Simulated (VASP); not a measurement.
# Si2W (I4/mmm) in VASP: relaxation of cell and atoms with LDA

Aim: the relaxation of cell and atoms of Si2W with LDA.

Program: VASP 6.6.1. These are calculated values, not measurements. Logs are shortened: lines on timing, memory, paths and dates and some standing lists are left out, and cuts for length are marked.

### 1 The cell of the first run

Symmetry: I4/mmm, No. 139, tetragonal system. Conventional cell: a = 3.215 Å, b = 3.215 Å, c = 7.802 Å, α = 90.00°, β = 90.00°, γ = 90.00°. Si (site symmetry 4mm) has 9 Si at 2.57 to 3.21 Å and 5 W at 2.61 Å within 3.4 Å. W (site symmetry 4/mmm) has 10 Si at 2.61 Å and 4 W at 3.21 Å within 3.4 Å.

### 2 Relaxation of cell and atoms, LDA

INCAR

```
SYSTEM = Si2W
  PREC = Accurate
  ENCUT = 600
  EDIFF = 1E-7
  ISMEAR = 0
  SIGMA = 0.1
  LREAL = .False.
  LASPH = .True.
  NELM = 100
  ALGO = Normal
  ISIF = 3
  LWAVE = .False.
  LCHARG = .False.
  GGA = CA
  IBRION = 2
  NSW = 100
  EDIFFG = -0.005
```

KPOINTS

```
Automatic mesh
0
Gamma
  18 18 18
  0 0 0
```

POSCAR

```
Si2W
1.0
   -1.6073666700      1.6073666700      3.9010319200
    1.6073666700     -1.6073666700      3.9010319200
    1.6073666700      1.6073666700     -3.9010319200
Si W
2 1
Direct
    0.3349898400      0.3349898400      0.0000000000
    0.6650101600      0.6650101600      0.0000000000
    0.0000000000      0.0000000000      0.0000000000
```

Potentials or basis: VASP PAW LDA potentials, release 64 (Si, W_sv).

Launch:

```sh
> cat potpaw_LDA.64/Si/POTCAR potpaw_LDA.64/W_sv/POTCAR > POTCAR
> mpirun -np 1 vasp_std > vasp.out
```

OUTCAR:

```text
SYSTEM = Si2W
   PREC = Accurate
   ENCUT = 600
   EDIFF = 1E-7
   ISMEAR = 0
   LREAL = .False.
   LASPH = .True.
   NELM = 100
   ISIF = 3
   GGA = CA
   IBRION = 2
   NSW = 100
   EDIFFG = -0.005

 ion  position               nearest neighbor table
   1  0.335  0.335  0.000-   2 2.57   3 2.61   3 2.61   3 2.61   3 2.61   3 2.61   2 2.63   2 2.63
                             2 2.63   2 2.63
   2  0.665  0.665  0.000-   1 2.57   3 2.61   3 2.61   3 2.61   3 2.61   3 2.61   1 2.63   1 2.63
                             1 2.63   1 2.63
   3  0.000  0.000  0.000-   2 2.61   2 2.61   2 2.61   1 2.61   2 2.61   1 2.61   1 2.61   1 2.61
                             1 2.61   2 2.61

  LATTYP: Found a body centered tetragonal cell.
 ALAT       =     3.2147333400
 C/A-ratio  =     2.4269707670

  Lattice vectors:

 A1 = (  -1.6073666700,   1.6073666700,   3.9010319200)
 A2 = (   1.6073666700,  -1.6073666700,   3.9010319200)
 A3 = (   1.6073666700,   1.6073666700,  -3.9010319200)

Analysis of symmetry for initial positions (statically):
=====================================================================
 Subroutine PRICEL returns:
 Original cell was already a primitive cell.

 Routine SETGRP: Setting up the symmetry group for a
 body centered tetragonal supercell.

 Subroutine GETGRP returns: Found 16 space group operations
 (whereof 16 operations were pure point group operations)
 out of a pool of 16 trial point group operations.

The static configuration has the point symmetry D_4h.

Analysis of symmetry for dynamics (positions and initial velocities):
=====================================================================
 Subroutine PRICEL returns:
 Original cell was already a primitive cell.

 Routine SETGRP: Setting up the symmetry group for a
 body centered tetragonal supercell.

 Subroutine GETGRP returns: Found 16 space group operations
 (whereof 16 operations were pure point group operations)
 out of a pool of 16 trial point group operations.

The dynamic configuration has the point symmetry D_4h.

 Subroutine INISYM returns: Found 16 space group operations
 (whereof 16 operations are pure point group operations),
 and found     1 'primitive' translations
[... 120 lines left out ...]
  Thomas-Fermi vector in A             =   2.466324
   LORBIT       =      0    0 simple, 1 ext, 2 COOP (PROOUT), +10 PAW based schemes
   GGA     = CA    functional components
   LHFCALC =     F    Hartree Fock is set to
   AEXX    =    0.0000 exact exchange contribution
   IVDW    =     0    specifies the selected vdW correction
   LEPSILON=     F    determine dielectric tensor
   LRPA    =     F    only Hartree local field effects (RPA)
 conjugate gradient relaxation of ions
 non-spin polarized calculation
 Gauss-broadening in eV      SIGMA  =   0.10
  energy-cutoff  :      600.00
  volume of cell :       40.32
 maximum number of plane-waves:      1372
   NGX = 17   NGY = 17   NGZ = 17

--------------------------------------- Ionic step        1  -------------------------------------------

 number of electron      21.9999999 magnetization

 Free energy of the ion-electron system (eV)
  ---------------------------------------------------
  ext. energy  EPLUGINS =         0.00000000
  ---------------------------------------------------
  free energy    TOTEN  =       -27.34680555 eV

  energy without entropy =      -27.34590970  energy(sigma->0) =      -27.34635763

------------------------ aborting loop because EDIFF is reached ----------------------------------------

  FORCE on cell =-STRESS in cart. coord.  units (eV):
  Direction    XX          YY          ZZ          XY          YZ          ZX
  --------------------------------------------------------------------------------------
  -------------------------------------------------------------------------------------
  Total       -1.1934613     -1.1934613     -0.7899127      0.0000000      0.0000000      0.0000000
  in kB      -47.4296057    -47.4296057    -31.3920916      0.0000000      0.0000000      0.0000000
  external PRESSURE =     -42.0837677 kB  Pullay stress =       0.0000000 kB
[... 92 lines left out ...]
  FREE ENERGIE OF THE ION-ELECTRON SYSTEM (eV)
  ---------------------------------------------------
  free  energy   TOTEN  =       -27.3571377407 eV

  energy  without entropy=      -27.3562644020  energy(sigma->0) =      -27.35670107

[... ionic steps 4 to 7 ...]

--------------------------------------- Ionic step        8  -------------------------------------------

 number of electron      21.9999999 magnetization

------------------------ aborting loop because EDIFF is reached ----------------------------------------
[... 69 lines left out ...]
--------------------------------------- Ionic step       10  -------------------------------------------

 number of electron      21.9999999 magnetization

 Free energy of the ion-electron system (eV)
  ---------------------------------------------------
  ext. energy  EPLUGINS =         0.00000000
  ---------------------------------------------------
  free energy    TOTEN  =       -27.35753980 eV

  energy without entropy =      -27.35666624  energy(sigma->0) =      -27.35710302

 E-fermi :  12.2013     XC(G=0): -12.7499

 val. band max:       12.1776453272   @ k =  -0.3889   0.5000   0.3333
 cond. band min:      12.2606482892   @ k =  -0.4444   0.5000   0.2778
 fundamental gap:      0.0830029620
 Fermi energy:        12.2012984249

 k-point     1 :       0.0000    0.0000    0.0000
  band No.  band energies     occupation
      1     -61.1540      2.00000
      2     -25.7007      2.00000
      3     -25.6617      2.00000
      4     -25.6617      2.00000
      5      -1.9717      2.00000
      6       5.2447      2.00000
      7       8.5203      2.00000
      8       8.7507      2.00000
      9       9.3165      2.00000
     10       9.3165      2.00000
     11      12.8226      0.00000
     12      15.0866      0.00000
     13      15.1449      0.00000
     14      15.3809      0.00000
[... 401 lines left out ...]
      2     -25.7624      2.00000
      3     -25.6916      2.00000
      4     -25.6597      2.00000
      5      -1.0454      2.00000
      6       5.4077      2.00000
      7       6.7587      2.00000
      8       8.5246      2.00000
      9       9.3118      2.00000
     10      10.0865      2.00000
     11      10.7563      2.00000
     12      13.8608      0.00000
     13      14.5296      0.00000
     14      16.6951      0.00000
     15      16.8295      0.00000

 [... further k-points ...]
[... 5 lines left out ...]
  --------------------------------------------------------------------------------------
  -------------------------------------------------------------------------------------
  Total       -0.0019108     -0.0019108      0.0020573      0.0000000     -0.0000000      0.0000000
  in kB       -0.0773765     -0.0773765      0.0833105      0.0000000     -0.0000000      0.0000000
  external PRESSURE =      -0.0238142 kB  Pullay stress =       0.0000000 kB
[... 18 lines left out ...]
  FREE ENERGIE OF THE ION-ELECTRON SYSTEM (eV)
  ---------------------------------------------------
  free  energy   TOTEN  =       -27.3575397988 eV

  energy  without entropy=      -27.3566662439  energy(sigma->0) =      -27.35710302

 reached required accuracy - stopping structural energy minimisation
```

It took 21 min on 1 thread of Intel Xeon Platinum 8375C at 2.90GHz (Ice Lake), shared host; peak memory 0.46 GiB.

What came out:

```yaml
Free_energy: -27.3575 eV
Relaxed_volume: 13.19 Å³/atom
Relaxed_cell: a = 4.496 Å, b = 4.496 Å, c = 4.496 Å, α = 138.46°, β = 138.46°, γ = 60.21°
Space_group_after_relaxing_to_0.05_Å: I4/mmm (No. 139)
Energy_gained_by_relaxing: 3.6 meV/atom
Ionic_steps: 10
Pressure_after_relaxing: 0.0 GPa
Band_gap_on_the_k_mesh: zero (band 11 reaches 12.96 eV, above the bottom of band 12 at 11.65 eV)
```

The path:
| step | energy change (eV) | largest force (eV/Å) | pressure (GPa) | volume (Å³) |
| --- | --- | --- | --- | --- |
| 1 | 0.0000 | 0.0036 | -4.21 | 40.32 |
| 2 | 0.0225 | 0.1476 | 8.54 | 38.29 |
| 3 | -0.0103 | 0.0528 | 0.06 | 39.57 |
| 4 | -0.0103 | 0.0537 | 0.15 | 39.56 |
| 5 | -0.0106 | 0.0020 | -0.01 | 39.56 |
| 6 | -0.0107 | 0.0187 | 0.04 | 39.56 |
| 7 | -0.0107 | 0.0014 | -0.06 | 39.57 |
| 8 | -0.0107 | 0.0025 | -0.06 | 39.57 |
| 9 | -0.0107 | 0.0028 | 0.05 | 39.56 |
| 10 | -0.0107 | 0.0000 | 0.00 | 39.56 |

Final structure:
```
CELL_PARAMETERS angstrom
-1.59463 1.59463 3.88981
1.59463 -1.59463 3.88981
1.59463 1.59463 -3.88981
ATOMIC_POSITIONS crystal
Si 0.33467 0.33467 0.00000
Si 0.66533 0.66533 0.00000
W 0.00000 0.00000 0.00000
```

Caveat: spin-orbit coupling is left out, which moves the levels of the heavy elements.
